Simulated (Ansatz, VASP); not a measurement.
# Two plane-wave programs on CO2

```
C O
1.0
    12.00000    0.00000    0.00000
     0.00000   12.50000    0.00000
     0.00000    0.00000   13.00000
C O
1 2
Direct
  0.50000 0.50000 0.50000
  0.50000 0.50000 0.59005
  0.50000 0.50000 0.40995
```

Alike in both runs: functional PBE; k mesh 1 × 1 × 1; occupations gaussian, width 0.01 eV; no spin polarisation.

Ansatz relaxed the structure, and its values are those at the end. VASP's run is a single point on that final structure, the one shown.

|  | VASP | Ansatz |
| --- | --- | --- |
| version | VASP 6.6.1 | Ansatz 0.2.0 |
| potentials or method | VASP PAW PBE potentials, release 64 (C_h, O_h) | scalar-relativistic, plane waves, PAW |
| plane-wave cutoff (eV) | 1000 | 420 |
| valence electrons in the cell | 16 | 16 |

```csv
,VASP,Ansatz,Ansatz less VASP
rms of the force components (eV/Å),0.004,0.000,-0.0043
```
